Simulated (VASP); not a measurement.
# CdF2 (R3m) in VASP: notebook

Runs on CdF2. Level: PBE. Tasks: single point.

Everything below comes from runs of VASP 6.6.1. Logs are shortened: lines on timing, memory, paths and dates and some standing lists are left out, and cuts for length are marked.

## (1) The cell of the first run

Symmetry: R3m, No. 160, trigonal system. The conventional cell has a = 3.810 Å, b = 3.810 Å, c = 9.332 Å, α = 90.00°, β = 90.00°, γ = 120.00°. Within 2.7 Å of Cd (site symmetry 3m) lie 8 F at 2.07 to 2.60 Å. Within 2.7 Å of F (site symmetry 3m) lie 4 Cd at 2.07 to 2.43 Å and 6 F at 2.69 Å. F (site symmetry 3m) has 4 Cd at 2.26 to 2.60 Å and 6 F at 2.69 Å within 3.0 Å.

## (2) Single point, PBE (all Cd atoms moved +0.263 Å, as atom 1 along Cartesian [1 1 1])

File INCAR:

```
PREC = Accurate
ENCUT = 700
EDIFF = 1E-6
ISMEAR = 0
SIGMA = 0.05
LREAL = F
LASPH = T
NELM = 120
ALGO = Normal
ISIF = 2
LWAVE = F
LCHARG = T
GGA = PE
LELF = T
LVHAR = T
NBANDS = 24
GGA_COMPAT = F
```

File KPOINTS:

```
regular mesh
0
Gamma
  8 8 8
```

File POSCAR:

```
CdF2
1.0
    0.0000000000      2.6940000000      2.6940000000
    2.6940000000      0.0000000000      2.6940000000
    2.6940000000      2.6940000000      0.0000000000
Cd F
1 2
Direct
    0.0281281451      0.0281281451      0.0281281451
    0.2500000000      0.2500000000      0.2500000000
    0.7500000000      0.7500000000      0.7500000000
```

Potentials or basis: VASP PAW PBE potentials, release 64 (Cd_sv_GW, F).

On the command line:

```
> cat potpaw_PBE.64/Cd_sv_GW/POTCAR potpaw_PBE.64/F/POTCAR > POTCAR
> mpirun -np 1 vasp_std > vasp.out
```

OUTCAR:

```text
PREC = Accurate
   ENCUT = 700
   EDIFF = 1E-6
   ISMEAR = 0
   LREAL = F
   LASPH = T
   NELM = 120
   ISIF = 2
   GGA = PE

 ion  position               nearest neighbor table
   1  0.028  0.028  0.028-   2 2.07   3 2.26   3 2.26   3 2.26
   2  0.250  0.250  0.250-   1 2.07
   3  0.750  0.750  0.750-   1 2.26   1 2.26   1 2.26

  LATTYP: Found a face centered cubic cell.
 ALAT       =     5.3880000000

  Lattice vectors:

 A1 = (   0.0000000000,   2.6940000000,   2.6940000000)
 A2 = (   2.6940000000,   0.0000000000,   2.6940000000)
 A3 = (   2.6940000000,   2.6940000000,   0.0000000000)

Analysis of symmetry for initial positions (statically):
=====================================================================
 Subroutine PRICEL returns:
 Original cell was already a primitive cell.

 Routine SETGRP: Setting up the symmetry group for a
 face centered cubic supercell.

 Subroutine GETGRP returns: Found  6 space group operations
 (whereof  6 operations were pure point group operations)
 out of a pool of 48 trial point group operations.

The static configuration has the point symmetry C_3v.

Analysis of symmetry for dynamics (positions and initial velocities):
=====================================================================
 Subroutine PRICEL returns:
 Original cell was already a primitive cell.

 Routine SETGRP: Setting up the symmetry group for a
 face centered cubic supercell.

 Subroutine GETGRP returns: Found  6 space group operations
 (whereof  6 operations were pure point group operations)
 out of a pool of 48 trial point group operations.

The dynamic configuration has the point symmetry C_3v.

 Subroutine INISYM returns: Found  6 space group operations
 (whereof  6 operations are pure point group operations),
 and found     1 'primitive' translations

----------------------------------------------------------------------------------------

                                     Primitive cell

  volume of cell :      39.1041

  direct lattice vectors                    reciprocal lattice vectors
     0.000000000  2.694000000  2.694000000    -0.185597624  0.185597624  0.185597624
     2.694000000  0.000000000  2.694000000     0.185597624 -0.185597624  0.185597624
     2.694000000  2.694000000  0.000000000     0.185597624  0.185597624 -0.185597624

  length of vectors
     3.809891337  3.809891337  3.809891337     0.321464515  0.321464515  0.321464515

  position of ions in fractional coordinates (direct lattice)
     0.028128145  0.028128145  0.028128145
     0.250000000  0.250000000  0.250000000
     0.750000000  0.750000000  0.750000000

  ion indices of the primitive-cell ions
   primitive index   ion index
                 1           1
                 2           2
                 3           3

----------------------------------------------------------------------------------------

 KPOINTS: regular mesh

Automatic generation of k-mesh.
 Grid dimensions read from file:
 generate k-points for:    8    8    8

 Generating k-lattice:

  Cartesian coordinates                     Fractional coordinates (reciprocal lattice)
    -0.023199703  0.023199703  0.023199703     0.125000000  0.000000000  0.000000000
     0.023199703 -0.023199703  0.023199703     0.000000000  0.125000000  0.000000000
     0.023199703  0.023199703 -0.023199703     0.000000000  0.000000000  0.125000000

  Length of vectors
     0.040183064  0.040183064  0.040183064

  Shift w.r.t. Gamma in fractional coordinates (k-lattice)
     0.000000000  0.000000000  0.000000000

 Subroutine IBZKPT returns following result:
 ===========================================

 Found     65 irreducible k-points:

 Following reciprocal coordinates:
            Coordinates               Weight
  0.000000  0.000000  0.000000      1.000000
  0.125000  0.000000  0.000000      6.000000
  0.125000  0.125000  0.125000      2.000000
  0.250000  0.000000  0.000000      6.000000
  0.250000  0.250000  0.250000      2.000000
  0.375000  0.000000  0.000000      6.000000
[... 16 lines left out ...]
 -0.250000  0.125000  0.000000     12.000000
  0.125000  0.125000  0.375000      6.000000
 [... further k-points ...]
   k-points           NKPTS =     65   k-points in BZ     NKDIM =     65   number of bands    NBANDS=     24
   number of dos      NEDOS =    301   number of ions     NIONS =      3
   total plane-waves  NPLWV =  46656
   dimension x,y,z NGX =    36 NGY =   36 NGZ =   36
   dimension x,y,z NGXF=    72 NGYF=   72 NGZF=   72
   ions per type =               1   2
   NGX,Y,Z   is equivalent  to a cutoff of  15.71, 15.71, 15.71 a.u.
   NGXF,Y,Z  is equivalent  to a cutoff of  31.42, 31.42, 31.42 a.u.
 SYSTEM =  unknown system
   PREC   = accura    normal or accurate (medium, high low for compatibility)
   ISTART =      0    job   : 0-new  1-cont  2-samecut
   ICHARG =      2    charge: 1-file 2-atom 10-const
   ISPIN  =      1    spin polarized calculation?
   LNONCOLLINEAR =      F non collinear calculations
   LSORBIT =      F    spin-orbit coupling
   LASPH  =      T    aspherical Exc in radial PAW
   ENCUT  =  700.0 eV  51.45 Ry    7.17 a.u.   8.22  8.22  8.22*2*pi/ulx,y,z
   NELM   =    120;   NELMIN=  2; NELMDL= -5     # of ELM steps
   EDIFF  = 0.1E-05   stopping-criterion for ELM
   LREAL  =      F    real-space projection
   EDIFFG = 0.1E-04   stopping-criterion for IOM
   NSW    =      0    number of steps for IOM
   IBRION =     -1    ionic relax: 0-MD 1-quasi-New 2-CG
   NFREE  =      0    steps in history (QN), initial steepest desc. (CG)
   ISIF   =      2    stress and relaxation
   ISYM   =      2    0-nonsym 1-usesym 2-fastsym
   POTIM  = 0.5000    time-step for ionic-motion
   TEBEG  =    0.0;   TEEND  =   0.0 temperature during run
   PSTRESS=    0.0 pullay stress
   NELECT =      34.0000    total number of electrons
   NUPDOWN=      -1.0000    fix difference up-down
   EMIN   =  10.00;   EMAX   =-10.00  energy-range for DOS
   EFERMI =   0.00;   METHOD = LEGACY
   ISMEAR =     0;   SIGMA  =   0.05  broadening in eV -4-tet -1-fermi 0-gaus
   EFERMI_NEDOS =   21; number of points for ismear=-14 and -15
   IALGO  =     38    algorithm
   IMIX   =      4    mixing-type and parameters
     AMIX     =   0.40;   BMIX     =  1.00
     AMIX_MAG =   1.60;   BMIX_MAG =  1.00
  volume/ion in A,a.u.               =      13.03        87.96
  Fermi-wavevector in a.u.,A,eV,Ry     =   1.562525  2.952743 33.218397  2.441483
  Thomas-Fermi vector in A             =   2.665430
   LORBIT       =      0    0 simple, 1 ext, 2 COOP (PROOUT), +10 PAW based schemes
   GGA     = PE    functional components
   LHFCALC =     F    Hartree Fock is set to
   AEXX    =    0.0000 exact exchange contribution
   IVDW    =     0    specifies the selected vdW correction
   LEPSILON=     F    determine dielectric tensor
   LRPA    =     F    only Hartree local field effects (RPA)
 non-spin polarized calculation
 Gauss-broadening in eV      SIGMA  =   0.05
  energy-cutoff  :      700.00
  volume of cell :       39.10
 maximum number of plane-waves:      1676
 NGX is ok and might be reduce to    36
   NGX = 17   NGY = 17   NGZ = 17

 number of electron      33.9999995 magnetization

 Free energy of the ion-electron system (eV)
  ---------------------------------------------------
  ext. energy  EPLUGINS =         0.00000000
  ---------------------------------------------------
  free energy    TOTEN  =       -10.76272093 eV

  energy without entropy =      -10.76272093  energy(sigma->0) =      -10.76272093

 E-fermi :   1.0132     XC(G=0): -10.5358

 val. band max:        0.6086201254   @ k =   0.5000   0.5000   0.0000
 cond. band min:       3.7625796112   @ k =   0.0000   0.0000   0.0000
 fundamental gap:      3.1539594859
 Fermi energy:         1.0131641902

 k-point     1 :       0.0000    0.0000    0.0000
  band No.  band energies     occupation
      1     -97.7479      2.00000
      2     -58.8495      2.00000
      3     -58.8495      2.00000
      4     -58.8457      2.00000
      5     -20.2242      2.00000
      6     -19.1538      2.00000
[... 16 lines left out ...]
     23      20.2458      0.00000
     24      20.2458      0.00000

 k-point     2 :       0.1250    0.0000    0.0000
  band No.  band energies     occupation
      1     -97.7479      2.00000
      2     -58.8499      2.00000
      3     -58.8496      2.00000
      4     -58.8458      2.00000
      5     -20.1756      2.00000
      6     -19.1946      2.00000
[... 16 lines left out ...]
     23      19.9329      0.00000
     24      20.0996      0.00000

 k-point     3 :       0.1250    0.1250    0.1250
  band No.  band energies     occupation
      1     -97.7479      2.00000
      2     -58.8496      2.00000
      3     -58.8496      2.00000
      4     -58.8461      2.00000
      5     -20.1748      2.00000
      6     -19.1955      2.00000
[... 16 lines left out ...]
     23      19.8967      0.00000
     24      19.8967      0.00000

 k-point     4 :       0.2500    0.0000    0.0000
  band No.  band energies     occupation
      1     -97.7479      2.00000
      2     -58.8507      2.00000
      3     -58.8497      2.00000
      4     -58.8460      2.00000
      5     -20.0435      2.00000
      6     -19.3060      2.00000
[... 16 lines left out ...]
     23      19.3854      0.00000
     24      20.5117      0.00000

 k-point     5 :       0.2500    0.2500    0.2500
  band No.  band energies     occupation
      1     -97.7479      2.00000
      2     -58.8497      2.00000
      3     -58.8497      2.00000
      4     -58.8470      2.00000
      5     -20.0410      2.00000
      6     -19.3085      2.00000
[... 16 lines left out ...]
     23      19.3005      0.00000
     24      20.4537      0.00000

 k-point     6 :       0.3750    0.0000    0.0000
  band No.  band energies     occupation
      1     -97.7478      2.00000
      2     -58.8515      2.00000
      3     -58.8499      2.00000
      4     -58.8462      2.00000
      5     -19.8628      2.00000
      6     -19.4637      2.00000
[... 16 lines left out ...]
     23      18.9865      0.00000
     24      20.0172      0.00000
[... 379 lines left out ...]
 k-point    21 :       0.1250    0.1250    0.5000
  band No.  band energies     occupation
      1     -97.7478      2.00000
      2     -58.8516      2.00000
      3     -58.8499      2.00000
      4     -58.8466      2.00000
      5     -19.7810      2.00000
      6     -19.5314      2.00000
[... 16 lines left out ...]
     23      18.8142      0.00000
     24      21.4098      0.00000

 k-point    22 :      -0.3750    0.5000   -0.3750
  band No.  band energies     occupation
      1     -97.7478      2.00000
      2     -58.8502      2.00000
      3     -58.8499      2.00000
      4     -58.8480      2.00000
      5     -19.7780      2.00000
      6     -19.5337      2.00000
[... 16 lines left out ...]
     23      18.7324      0.00000
     24      21.4856      0.00000

 k-point    23 :      -0.2500    0.1250    0.0000
  band No.  band energies     occupation
      1     -97.7479      2.00000
      2     -58.8511      2.00000
      3     -58.8500      2.00000
      4     -58.8461      2.00000
      5     -19.9574      2.00000
      6     -19.3762      2.00000
[... 16 lines left out ...]
     23      18.8841      0.00000
     24      21.5399      0.00000

 k-point    24 :       0.1250    0.1250    0.3750
  band No.  band energies     occupation
      1     -97.7479      2.00000
      2     -58.8508      2.00000
      3     -58.8498      2.00000
      4     -58.8465      2.00000
      5     -19.9553      2.00000
      6     -19.3782      2.00000
[... 16 lines left out ...]
     23      18.7370      0.00000
     24      21.6345      0.00000

 [... further k-points ...]

------------------------ aborting loop because EDIFF is reached ----------------------------------------

  FORCE on cell =-STRESS in cart. coord.  units (eV):
  Direction    XX          YY          ZZ          XY          YZ          ZX
  --------------------------------------------------------------------------------------
  -------------------------------------------------------------------------------------
  Total        2.2262162      2.2262162      2.2262162      0.6805963      0.6805963      0.6805963
  in kB       91.2126661     91.2126661     91.2126661     27.8854314     27.8854314     27.8854314
  external PRESSURE =      91.2126661 kB  Pullay stress =       0.0000000 kB

 VOLUME and BASIS-vectors are now :
 -----------------------------------------------------------------------------
  energy-cutoff  :      700.00
  volume of cell :       39.10
      direct lattice vectors                 reciprocal lattice vectors
     0.000000000  2.694000000  2.694000000    -0.185597624  0.185597624  0.185597624
     2.694000000  0.000000000  2.694000000     0.185597624 -0.185597624  0.185597624
     2.694000000  2.694000000  0.000000000     0.185597624  0.185597624 -0.185597624

 POSITION                                       TOTAL-FORCE (eV/Angst)
 -----------------------------------------------------------------------------------
      0.15155      0.15155      0.15155        -1.109741     -1.109741     -1.109741
      1.34700      1.34700      1.34700         0.916100      0.916100      0.916100
      4.04100      4.04100      4.04100         0.193641      0.193641      0.193641
 -----------------------------------------------------------------------------------
    total drift:                                0.002094      0.002094      0.002094

  FREE ENERGIE OF THE ION-ELECTRON SYSTEM (eV)
  ---------------------------------------------------
  free  energy   TOTEN  =       -10.7627209273 eV

  energy  without entropy=      -10.7627209273  energy(sigma->0) =      -10.76272093
```

Run time: 43 s. Hardware: 1 thread of Intel Xeon 6975P-C (Granite Rapids), shared host; peak memory 0.26 GiB.

Results:

```
Free energy            : -10.7627 eV
Pressure               : 9.1 GPa
Largest force          : 1.922 eV/Å
Band gap on the k mesh : 3.15 eV (least direct gap 3.63 eV)
```

Forces on the atoms (eV/Å):
```
Cd  -1.110 -1.110 -1.110
F    0.916  0.916  0.916
F    0.194  0.194  0.194
```

Stress tensor (GPa, compression positive):
```
9.12 2.79 2.79
2.79 9.12 2.79
2.79 2.79 9.12
```

Levels at points of the mesh, in eV from the valence-band top:
| k point | band 14 | band 15 | band 16 | band 17 | band 18 | band 19 | band 20 | band 21 |
| --- | --- | --- | --- | --- | --- | --- | --- | --- |
| (0.00, 0.00, 0.00) | -0.85 | -0.49 | -0.49 | -0.48 | 3.15 | 12.80 | 12.80 | 13.15 |
| (0.50, 0.00, 0.00) | -1.76 | -1.64 | -0.39 | -0.32 | 7.21 | 9.19 | 14.59 | 14.92 |
| (0.50, 0.50, 0.50) | -1.78 | -1.78 | -0.39 | -0.39 | 7.21 | 9.32 | 14.59 | 14.59 |
| (0.50, 0.50, 0.00) | -2.41 | -0.39 | -0.19 | 0.00 | 8.03 | 9.77 | 11.82 | 14.37 |

Caveat: the cell differs from its parent crystal (all Cd atoms moved +0.263 Å, as atom 1 along Cartesian [1 1 1]); the cell stands under pressure; forces of over 1 eV/Å act on the atoms, so gaps and moduli don't describe the material at rest.

## (3) Single point, PBE (all Cd atoms moved +0.225 Å, as atom 1 along Cartesian [1 1 1])

File INCAR:

```
ALGO     = Normal         # electronic algorithm
EDIFF    = 1E-6           # SCF threshold, eV
ENCUT    = 700            # plane-wave cutoff, eV
GGA      = PE             # functional
GGA_COMPAT= False        
ISIF     = 2              # what is computed and relaxed
ISMEAR   = 0              # smearing method
LASPH    = True           # aspherical terms in the spheres
LCHARG   = False          # write CHGCAR
LREAL    = False          # projectors in reciprocal space
LWAVE    = False          # write WAVECAR
NBANDS   = 24             # bands
NELM     = 120            # most SCF steps
PREC     = Accurate       # precision mode
SIGMA    = 0.05           # smearing width, eV
```

File KPOINTS:

```
k-points
0
Gamma
  8 8 8
```

POSCAR, as its differences from that of step 2:

```diff
@@ -8,3 +8,3 @@
 Direct
-    0.0281281451      0.0281281451      0.0281281451
+    0.0241098386      0.0241098386      0.0241098386
     0.2500000000      0.2500000000      0.2500000000
```

Potentials or basis: VASP PAW PBE potentials, release 64 (Cd_sv_GW, F).

On the command line:

```
> cat potpaw_PBE.64/Cd_sv_GW/POTCAR potpaw_PBE.64/F/POTCAR > POTCAR
> mpirun -np 1 vasp_std > vasp.out
```

OUTCAR:

```text
EDIFF = 1E-6
   ENCUT = 700
   GGA = PE
   ISIF = 2
   ISMEAR = 0
   LASPH = True
   LREAL = False
   NELM = 120
   PREC = Accurate

 ion  position               nearest neighbor table
   1  0.024  0.024  0.024-   2 2.11   3 2.27   3 2.27   3 2.27
   2  0.250  0.250  0.250-   1 2.11
   3  0.750  0.750  0.750-   1 2.27   1 2.27   1 2.27

  LATTYP: Found a face centered cubic cell.
[... 840 lines left out ...]
 [... further k-points ...]

------------------------ aborting loop because EDIFF is reached ----------------------------------------

  FORCE on cell =-STRESS in cart. coord.  units (eV):
  Direction    XX          YY          ZZ          XY          YZ          ZX
  --------------------------------------------------------------------------------------
  -------------------------------------------------------------------------------------
  Total        1.9450720      1.9450720      1.9450720      0.4832555      0.4832555      0.4832555
  in kB       79.6936081     79.6936081     79.6936081     19.7999727     19.7999727     19.7999727
  external PRESSURE =      79.6936081 kB  Pullay stress =       0.0000000 kB

 VOLUME and BASIS-vectors are now :
 -----------------------------------------------------------------------------
  energy-cutoff  :      700.00
  volume of cell :       39.10
      direct lattice vectors                 reciprocal lattice vectors
     0.000000000  2.694000000  2.694000000    -0.185597624  0.185597624  0.185597624
     2.694000000  0.000000000  2.694000000     0.185597624 -0.185597624  0.185597624
     2.694000000  2.694000000  0.000000000     0.185597624  0.185597624 -0.185597624

 POSITION                                       TOTAL-FORCE (eV/Angst)
 -----------------------------------------------------------------------------------
      0.12990      0.12990      0.12990        -0.882111     -0.882111     -0.882111
      1.34700      1.34700      1.34700         0.697113      0.697113      0.697113
      4.04100      4.04100      4.04100         0.184997      0.184997      0.184997
 -----------------------------------------------------------------------------------
    total drift:                                0.001545      0.001545      0.001545

  FREE ENERGIE OF THE ION-ELECTRON SYSTEM (eV)
  ---------------------------------------------------
  free  energy   TOTEN  =       -10.8272746128 eV

  energy  without entropy=      -10.8272746128  energy(sigma->0) =      -10.82727461
```

stdout:

```text
POSCAR found type information on POSCAR CdF
 POSCAR found :  2 types and       3 ions
 scaLAPACK will be used
 LDA part: xc-table for (Slater+PW92), standard interpolation
 POSCAR, INCAR and KPOINTS ok, starting setup
 FFT: planning ... GRIDC
 FFT: planning ... GRID_SOFT
 FFT: planning ... GRID
 WAVECAR not read
 entering main loop
```

It took 2.6 min on 1 thread of AMD EPYC 7R43 (Zen 3), shared host; peak memory 0.23 GiB.

Results:

* Free energy: -10.8273 eV
* Pressure: 8.0 GPa
* Largest force: 1.528 eV/Å
* Band gap on the k mesh: 3.15 eV (least direct gap 3.63 eV)

Forces on the atoms (eV/Å):
```
Cd  -0.882 -0.882 -0.882
F    0.697  0.697  0.697
F    0.185  0.185  0.185
```

Levels at points of the mesh, in eV from the valence-band top:
| k point | band 13 | band 14 | band 15 | band 16 | band 17 | band 18 | band 19 | band 20 | band 21 | band 22 |
| --- | --- | --- | --- | --- | --- | --- | --- | --- | --- | --- |
| (0.00, 0.00, 0.00) | -0.87 | -0.87 | -0.48 | -0.48 | -0.48 | 3.15 | 12.78 | 12.78 | 13.04 | 17.60 |
| (0.50, 0.00, 0.00) | -2.18 | -1.77 | -1.68 | -0.39 | -0.34 | 7.22 | 9.19 | 14.58 | 14.83 | 17.92 |
| (0.50, 0.50, 0.50) | -2.10 | -1.79 | -1.79 | -0.38 | -0.38 | 7.22 | 9.29 | 14.58 | 14.58 | 18.15 |
| (0.50, 0.50, 0.00) | -2.88 | -2.49 | -0.41 | -0.16 | -0.02 | 8.03 | 9.76 | 11.86 | 14.36 | 14.60 |

Caveat: the cell differs from its parent crystal (all Cd atoms moved +0.225 Å, as atom 1 along Cartesian [1 1 1]); the cell stands under pressure; forces of over 1 eV/Å act on the atoms, so gaps and moduli don't describe the material at rest.
